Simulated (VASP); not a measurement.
# Ti8Ru8Au in VASP: further runs, part 2 of 2

VASP 6.6.1. Earlier steps stand in the parts before.

## Step 3: Single point, PBE

INCAR reads:

```
PREC     = Accurate       # precision mode
ENCUT    = 520            # plane-wave cutoff, eV
EDIFF    = 1E-6           # SCF threshold, eV
ISMEAR   = -1             # smearing method
SIGMA    = 0.1            # smearing width, eV
LREAL    = Auto         
LASPH    = True           # aspherical terms in the spheres
NELM     = 80             # most SCF steps
ALGO     = Normal         # electronic algorithm
ISIF     = 2              # what is computed and relaxed
LWAVE    = False          # write WAVECAR
LCHARG   = False          # write CHGCAR
GGA      = PE             # functional
NBANDS   = 124            # bands
```

KPOINTS reads:

```
regular mesh
0
Gamma
  3 3 1
```

POSCAR reads:

```
Ti8Ru8Au
1.0
    6.1400000000      0.0000000000      0.0000000000
    0.0000000000      6.1400000000      0.0000000000
    0.0000000000      0.0000000000     16.6050000000
Ti Ru Au
8 8 1
Direct
    0.2486579805      0.2495599349      0.1342690154
    0.2388420195      0.2527627036      0.3218757001
    0.2486379479      0.7501446254      0.1342598013
    0.2391532573      0.7470092834      0.3218349895
    0.7480395765      0.2493946254      0.1342750376
    0.7448473941      0.2548486971      0.3225042457
    0.7480166124      0.7503328990      0.1342766637
    0.7450675896      0.7445996743      0.3225170732
    0.0000000000      0.0000000000      0.0602228245
   -0.0042548860     -0.0001045603      0.2398944896
    0.0000000000      0.5000000000      0.0602228245
   -0.0023980456      0.4999117264      0.2368476965
    0.5000000000      0.0000000000      0.0602228245
    0.4936802932     -0.0001262215      0.2409968082
    0.5000000000      0.5000000000      0.0602228245
    0.4946697068      0.4998938111      0.2392015056
    0.8740744300      0.4994162866      0.4452842517
```

Potentials or basis: VASP PAW PBE potentials, release 64 (Ti_sv, Ru_pv, Au).

Launch:

```sh
cat potpaw_PBE.64/Ti_sv/POTCAR potpaw_PBE.64/Ru_pv/POTCAR potpaw_PBE.64/Au/POTCAR > POTCAR
mpirun -np 1 vasp_std > vasp.out
```

OUTCAR:

```text
PREC = Accurate
   ENCUT = 520
   EDIFF = 1E-6
   ISMEAR = -1
   LREAL = Auto
   LASPH = True
   NELM = 80
   ISIF = 2
   GGA = PE

 ion  position               nearest neighbor table
   1  0.249  0.250  0.134-   9 2.49  11 2.49  13 2.50  15 2.50  12 2.76  16 2.77  14 2.78  10 2.80

   2  0.239  0.253  0.322-  12 2.55  10 2.55  16 2.58  14 2.58
   3  0.249  0.750  0.134-   9 2.49  11 2.49  13 2.50  15 2.50  12 2.76  16 2.77  14 2.78  10 2.80

[... 852 lines left out ...]
  -------------------------------------------------------------------------------------
  Total       -6.0202978     -5.7973231     -0.4583148      0.0079055      0.0158347      1.5567731
  in kB      -15.4082365    -14.8375593     -1.1730022      0.0202332      0.0405271      3.9843756
  external PRESSURE =     -10.4729327 kB  Pullay stress =       0.0000000 kB

 VOLUME and BASIS-vectors are now :
 -----------------------------------------------------------------------------
  energy-cutoff  :      520.00
  volume of cell :      626.00
      direct lattice vectors                 reciprocal lattice vectors
     6.140000000  0.000000000  0.000000000     0.162866450  0.000000000  0.000000000
     0.000000000  6.140000000  0.000000000     0.000000000  0.162866450  0.000000000
     0.000000000  0.000000000 16.605000000     0.000000000  0.000000000  0.060222824

 POSITION                                       TOTAL-FORCE (eV/Angst)
 -----------------------------------------------------------------------------------
      1.52676      1.53230      2.22954        -0.024796     -0.005295      0.033369
      1.46649      1.55196      5.34475        -0.038021     -0.005071      0.008955
      1.52664      4.60589      2.22938        -0.021892      0.007330      0.038423
      1.46840      4.58664      5.34407        -0.043018      0.004804      0.006052
      4.59296      1.53128      2.22964        -0.025006      0.002219      0.037483
      4.57336      1.56477      5.35518        -0.020115      0.005630      0.014646
[... 9 lines left out ...]
      3.03727      3.06935      3.97194        -0.001805     -0.001116     -0.005339
      5.36682      3.06642      7.39394         0.347523      0.001553     -0.077980
 -----------------------------------------------------------------------------------
    total drift:                               -0.037353     -0.012566      0.063865

  FREE ENERGIE OF THE ION-ELECTRON SYSTEM (eV)
  ---------------------------------------------------
  free  energy   TOTEN  =      -139.7526246181 eV

  energy  without entropy=     -139.4409121535  energy(sigma->0) =     -139.59676839
```

OSZICAR:

```text
N       E                     dE             d eps       ncg     rms          rms(c)
DAV:   1     0.295831705665E+04    0.29583E+04   -0.12208E+05  1400   0.179E+03
DAV:   2     0.162999581640E+03   -0.27953E+04   -0.27435E+04  1256   0.582E+02
DAV:   3    -0.115837669110E+03   -0.27884E+03   -0.27051E+03  1848   0.159E+02
[... 24 lines left out ...]
DAV:  28    -0.139752608121E+03   -0.31532E-04   -0.53318E-06  1080   0.110E-02    0.382E-03
DAV:  29    -0.139752618076E+03   -0.99546E-05   -0.18979E-06   896   0.720E-03    0.235E-03
DAV:  30    -0.139752622145E+03   -0.40694E-05   -0.10562E-06   856   0.311E-03    0.136E-03
DAV:  31    -0.139752623976E+03   -0.18311E-05   -0.53539E-07   848   0.269E-03    0.920E-04
DAV:  32    -0.139752624618E+03   -0.64192E-06   -0.30011E-07   768   0.185E-03
   1 F= -.13975262E+03 E0= -.13959677E+03  d E =-.311712E+00
```

stdout:

```text
POSCAR found type information on POSCAR TiRuAu
 POSCAR found :  3 types and      17 ions
 scaLAPACK will be used
 LDA part: xc-table for (Slater+PW92), standard interpolation
 POSCAR, INCAR and KPOINTS ok, starting setup
 FFT: planning ... GRIDC
 FFT: planning ... GRID_SOFT
 FFT: planning ... GRID
 WAVECAR not read
 entering main loop
```

Wall time 12 min (1 thread of Intel Xeon 6975P-C (Granite Rapids), shared host); peak memory 0.73 GiB.

Results:

```
Free energy   : -139.7526 eV
Largest force : 0.356 eV/Å
```

Forces on the atoms (eV/Å):
```
Ti  -0.025 -0.005  0.033
Ti  -0.038 -0.005  0.009
Ti  -0.022  0.007  0.038
Ti  -0.043  0.005  0.006
Ti  -0.025  0.002  0.037
Ti  -0.020  0.006  0.015
Ti  -0.027  0.005  0.039
Ti  -0.024 -0.007  0.020
Ru  -0.038 -0.001  0.027
Ru   0.029 -0.001 -0.021
Ru  -0.057 -0.002 -0.123
Ru   0.013 -0.001 -0.026
Ru  -0.025 -0.001  0.043
Ru  -0.029  0.000 -0.010
Ru  -0.015 -0.002 -0.004
Ru  -0.002 -0.001 -0.005
Au   0.348  0.002 -0.078
```

Levels at points of the mesh, in eV from the Fermi level:
| k point | band 106 | band 107 | band 108 | band 109 | band 110 | band 111 | band 112 | band 113 |
| --- | --- | --- | --- | --- | --- | --- | --- | --- |
| (0.00, 0.00, 0.00) | -0.54 | -0.09 | 0.00 | 0.14 | 0.15 | 0.37 | 0.44 | 0.49 |

Caveat: spin-orbit coupling is left out, which moves the levels of the heavy elements.

## Step 4: Single point, PBE

INCAR reads:

```
SYSTEM = Ti8Ru8Au
ALGO     = Normal         ! electronic algorithm
EDIFF    = 1E-6           ! SCF threshold, eV
ENCUT    = 520            ! plane-wave cutoff, eV
GGA      = PE             ! functional
ISIF     = 2              ! what is computed and relaxed
ISMEAR   = -1             ! smearing method
LASPH    = .TRUE.         ! aspherical terms in the spheres
LCHARG   = .FALSE.        ! write CHGCAR
LREAL    = Auto         
LWAVE    = .FALSE.        ! write WAVECAR
NBANDS   = 124            ! bands
NELM     = 80             ! most SCF steps
PREC     = Accurate       ! precision mode
SIGMA    = 0.1            ! smearing width, eV
```

KPOINTS reads:

```
k-points
0
G
  3 3 1
  0 0 0
```

POSCAR reads:

```
Ti8Ru8Au
1.0
    6.1400000000      0.0000000000      0.0000000000
    0.0000000000      6.1400000000      0.0000000000
    0.0000000000      0.0000000000     16.6050000000
Ti Ru Au
8 8 1
Direct
    0.2484091205      0.2495118893      0.1341610358
    0.2389993485      0.2521539088      0.3214824450
    0.2483946254      0.7501208469      0.1341539898
    0.2393021173      0.7474508143      0.3214465522
    0.7477899023      0.2494252443      0.1343318278
    0.7449332248      0.2549315961      0.3228380006
    0.7477718241      0.7502527687      0.1343351400
    0.7451690554      0.7439504886      0.3228632340
    0.0000000000      0.0000000000      0.0602228245
   -0.0037643322     -0.0002685668      0.2398237880
    0.0000000000      0.5000000000      0.0602228245
   -0.0021359935      0.4997488599      0.2368434207
    0.5000000000      0.0000000000      0.0602228245
    0.4939716612     -0.0002907166      0.2409130382
    0.5000000000      0.5000000000      0.0602228245
    0.4952628664      0.4997258958      0.2392025294
    0.8742938111      0.4991153094      0.4456778079
```

Launch:

```sh
cat potpaw_PBE.64/Ti_sv/POTCAR potpaw_PBE.64/Ru_pv/POTCAR potpaw_PBE.64/Au/POTCAR > POTCAR
mpirun -np 1 vasp_std > vasp.out
```

Run time: 25 min. Hardware: 1 thread of Intel Xeon 6975P-C, shared host; peak memory 0.75 GiB.

The run converged. Its results:

```
Free energy   : -139.7523 eV
Largest force : 0.348 eV/Å
```

Forces on the atoms (eV/Å):
```
Ti  -0.009 -0.006  0.044
Ti  -0.025  0.013  0.033
Ti  -0.013  0.007  0.046
Ti  -0.032 -0.008  0.030
Ti  -0.014 -0.003  0.037
Ti  -0.015 -0.004 -0.009
Ti  -0.015  0.004  0.038
Ti  -0.014  0.001 -0.009
Ru  -0.051 -0.002  0.021
Ru  -0.014  0.000 -0.015
Ru  -0.068 -0.003 -0.129
Ru  -0.010  0.002 -0.023
Ru  -0.017 -0.002  0.037
Ru  -0.015  0.001 -0.001
Ru  -0.009 -0.003 -0.009
Ru  -0.015  0.002 -0.006
Au   0.337  0.001 -0.085
```

Levels at points of the mesh, in eV from the Fermi level:
```
           k point  band 106  band 107  band 108  band 109  band 110  band 111  band 112  band 113
(0.00, 0.00, 0.00)     -0.54     -0.09      0.00      0.14      0.15      0.37      0.44      0.49
```

Caveat: spin-orbit coupling is left out, which moves the levels of the heavy elements.
